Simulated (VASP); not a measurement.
Input of a VASP 6.6.1 run:

INCAR

```
PREC = Accurate ; ENCUT = 520
EDIFF = 1E-7 ; ISMEAR = 0
SIGMA = 0.05 ; LREAL = F
LASPH = T ; NELM = 60
ALGO = Normal ; ISIF = 2
LWAVE = F ; LCHARG = F
GGA = CA ; NBANDS = 16
```

File KPOINTS:

```
Automatic mesh
0
Gamma
  12 12 4
```

POSCAR

```
BN
1.0
    2.3059555345      0.0000000000      0.0000000000
   -1.1529777672      2.1549757989      0.0000000000
    0.0000000000      0.0000000000      6.4952714932
B N
2 2
Direct
    0.3242100351      0.6484200702      0.2500000000
    0.6757899649      0.3515799298      0.7500000000
    0.3493061713      0.6986123426      0.7500000000
    0.6506938287      0.3013876574      0.2500000000
```

Potentials or basis: VASP PAW LDA potentials, release 64 (B, N).

Command:

```sh
$ cat potpaw_LDA.64/B/POTCAR potpaw_LDA.64/N/POTCAR > POTCAR
$ mpirun -np 1 vasp_std > vasp.out
```

(1) Predict the band gap on the k mesh.

(2) Estimate the largest force.

(3) Predict the pressure.

Answers

(1) 3.75 eV, indirect (least direct gap 4.69 eV).

(2) 0.007 eV/Å.

(3) 34.7 GPa.

Caveat: the cell differs from its parent crystal (normal strain along x -0.0733, normal strain along z +0.0000).
